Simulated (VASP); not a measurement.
Input of a VASP 6.6.1 run:

INCAR

```
ALGO = Normal ; EDIFF = 1E-7
ENCUT = 520 ; GGA = PE
ISIF = 2 ; ISMEAR = 0
IVDW = 12 ; LASPH = T
LCHARG = T ; LELF = T
LREAL = F ; LVHAR = T
LWAVE = F ; NBANDS = 22
NELM = 80 ; PREC = Accurate
SIGMA = 0.15
```

KPOINTS

```
k-points
0
Gamma
  12 12 12
```

POSCAR

```
GaSb3
1.0
    0.0000000000      3.6478901005      3.6478901005
    3.6478901005      0.0000000000      3.6478901005
    3.6478901005      3.6478901005      0.0000000000
Ga Sb
1 3
Direct
    0.0000000000      0.0000000000      0.0000000000
    0.2534266383      0.2465733617      0.2534266383
    0.7534266383      0.7465733617      0.7534266383
    0.5034266383      0.4965733617      0.5034266383
```

Potentials or basis: VASP PAW PBE potentials, release 64 (Ga_d, Sb).

Run with:

```console
$ cat potpaw_PBE.64/Ga_d/POTCAR potpaw_PBE.64/Sb/POTCAR > POTCAR
$ mpirun -np 1 vasp_std > vasp.out
```

**Question.** Estimate the largest force.

**Answer.** 0.045 eV/Å.

**Question.** Estimate the dispersion energy per atom.

**Answer.** -0.479 eV.

**Question.** Predict the band gap on the k mesh.

**Answer.** Zero (band 14 reaches 9.83 eV, above the bottom of band 15 at 5.70 eV).

Forces on the atoms (eV/Å):
```
Ga   0.000  0.045  0.000
Sb   0.000 -0.008  0.000
Sb   0.000 -0.008  0.000
Sb   0.000 -0.028  0.000
```

Caveat: the cell differs from its parent crystal (all Sb atoms moved +0.025 Å, as atom 2 along Cartesian [0 1 0]); spin-orbit coupling is left out, which moves the levels of the heavy elements.
